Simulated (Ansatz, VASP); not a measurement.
Ti: VASP beside Ansatz

```xyz
1
Lattice="0.0000 2.0706 2.0300 2.0706 0.0000 2.0300 2.0706 2.0706 0.0000" Properties=species:S:1:pos:R:3 pbc="T T T"
Ti    0.0000    0.0000    0.0000
```

Change from the starting cell: equal xx and yy strain of +2 %, crystal datasets.

Alike in both runs: task electric field gradients; functional PBE; k mesh 15 × 15 × 15; occupations fermi-dirac, width 0.05 eV; no spin polarisation.

```csv
,VASP,Ansatz
version,VASP 6.6.1,Ansatz 0.2.0
potentials or method,"VASP PAW PBE potentials, release 64 (Ti_sv), cutoff 520 eV","all-electron PAW with datasets made for the crystal, scalar-relativistic"
```

|  | VASP | Ansatz | Ansatz less VASP |
| --- | --- | --- | --- |
| pressure (GPa) | -0.4 | -0.1 | +0.26 |
| traceless stress, the component that is largest in VASP (GPa) | 0.56 | 0.56 | -0.001 |
| size of Vzz on the site where it differs most (V/Å²) | 1.2 | 1.2 | +0.01 |

Ansatz ran all-electron here, and VASP with PAW potentials.
